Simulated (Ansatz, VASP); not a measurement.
**One calculation of BN, two programs**

```
CELL_PARAMETERS angstrom
2.44051 0.00000 0.00000
-1.22026 2.11355 0.00000
0.00000 0.00000 6.69311
ATOMIC_POSITIONS crystal
B 0.33333 0.66667 0.25000
B 0.66667 0.33333 0.75000
N 0.33333 0.66667 0.75000
N 0.66667 0.33333 0.25000
```

Alike in both runs: task single point; functional PBEsol; k mesh 12 × 12 × 4; occupations gaussian, width 0.05 eV; no spin polarisation.

|  | VASP | Ansatz |
| --- | --- | --- |
| version | VASP 6.6.1 | Ansatz 0.2.0 |
| potentials or method | VASP PAW PBE potentials, release 64 (B, N), cutoff 520 eV | scalar-relativistic, plane waves, PAW |
| valence electrons in the cell | 16 | 16 |

Ansatz gave:

| Property | Result |
| --- | --- |
| gap on the k mesh at the Fermi level (eV) | 4.31 |
| least direct gap on the mesh (eV) | 4.78 |
| pressure (GPa) | 20.8 |
| traceless stress, the component that is largest in VASP (GPa) | -19.95 |

Q: Which values does VASP return?

A: gap on the k mesh at the Fermi level (eV): 4.30; least direct gap on the mesh (eV): 4.77; pressure (GPa): 21.3; traceless stress, the component that is largest in VASP (GPa): -20.62.

VASP's potentials were made for PBE, not for PBEsol, and Ansatz warns of the same on its side. With one functional, cell and mesh, what is left measures potentials, basis and numerics.
